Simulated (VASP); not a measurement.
Here is a VASP 6.6.1 calculation.

INCAR

```
PREC     = Accurate       # precision mode
ENCUT    = 600            # plane-wave cutoff, eV
EDIFF    = 1E-6           # SCF threshold, eV
ISMEAR   = 0              # smearing method
SIGMA    = 0.02           # smearing width, eV
LREAL    = F              # projectors in reciprocal space
LASPH    = T              # aspherical terms in the spheres
NELM     = 120            # most SCF steps
ALGO     = Normal         # electronic algorithm
ISIF     = 2              # what is computed and relaxed
LWAVE    = F              # write WAVECAR
LCHARG   = F              # write CHGCAR
GGA      = PS             # functional
NBANDS   = 11             # bands
GGA_COMPAT= F
```

File KPOINTS:

```
regular mesh
0
Gamma
  10 10 10
```

Contents of POSCAR:

```
AlN
1.0
    0.0000000000      2.0225895988      2.0225895988
    2.0225895988      0.0000000000      2.0225895988
    2.0225895988      2.0225895988      0.0000000000
Al N
1 1
Direct
    0.5000000000      0.5000000000      0.5000000000
    0.0000000000      0.0000000000      0.0000000000
```

Potentials or basis: VASP PAW PBE potentials, release 64 (Al, N).

Launch:

```bash
$ cat potpaw_PBE.64/Al/POTCAR potpaw_PBE.64/N/POTCAR > POTCAR
$ mpirun -np 1 vasp_std > vasp.out
```

Problem. Estimate the pressure.

Solution. -0.2 GPa.

Problem. Predict the band gap on the k mesh.

Solution. 4.54 eV (least direct gap 5.65 eV).

Caveat: the PAW data sets were made with another functional, which shifts forces and pressure a little. A k mesh can miss the band edges.
